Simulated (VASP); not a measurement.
Wanted: the native input for a VASP 6.6.1 run.

- Task: single point
- Functional: PBE
- Potentials or basis: VASP PAW PBE potentials, release 64 (Sn_d)
- Cutoff: 520 eV
- k mesh: 18 × 18 × 18
- Occupations: fermi-dirac, width 0.08 eV
- Spin: no spin polarisation
- Dipole correction: no
- Further INCAR settings: ALGO = Normal; EDIFF = 1e-06; NBANDS = 13

The structure of Sn lies in POSCAR:

```
Sn
1.0
   -1.5090667096      1.5090667096      1.5090667096
    1.5090667096     -1.5090667096      1.5090667096
    1.5090667096      1.5090667096     -1.5090667096
Sn
1
Direct
    0.0000000000      0.0000000000      0.0000000000
```

These files were run (other wordings do the same):

INCAR

```
SYSTEM = Sn
ALGO     = Normal         ! electronic algorithm
EDIFF    = 1E-6           ! SCF threshold, eV
ENCUT    = 520            ! plane-wave cutoff, eV
GGA      = PE             ! functional
ISIF     = 2              ! what is computed and relaxed
ISMEAR   = -1             ! smearing method
LASPH    = .TRUE.         ! aspherical terms in the spheres
LCHARG   = .FALSE.        ! write CHGCAR
LREAL    = .FALSE.        ! projectors in reciprocal space
LWAVE    = .FALSE.        ! write WAVECAR
NBANDS   = 13             ! bands
NELM     = 100            ! most SCF steps
PREC     = Accurate       ! precision mode
SIGMA    = 0.08           ! smearing width, eV
```

KPOINTS

```
k-points
0
G
  18 18 18
  0 0 0
```

Potentials or basis: VASP PAW PBE potentials, release 64 (Sn_d).

The run is started by

```bash
$ cat potpaw_PBE.64/Sn_d/POTCAR > POTCAR
$ mpirun -np 1 vasp_std > vasp.out
```

Results of the run:

```json
{
 "Pressure": "180.4 GPa",
 "Band gap on the k mesh": "zero (band 7 reaches 32.17 eV, above the bottom of band 8 at 14.87 eV)"
}
```

Caveat: spin-orbit coupling is left out, which moves the levels of the heavy elements.

Wall time 12 s on 1 thread of Intel(R) Xeon(R) 6975P-C (Granite Rapids) (shared host), peak memory 0.15 GiB.
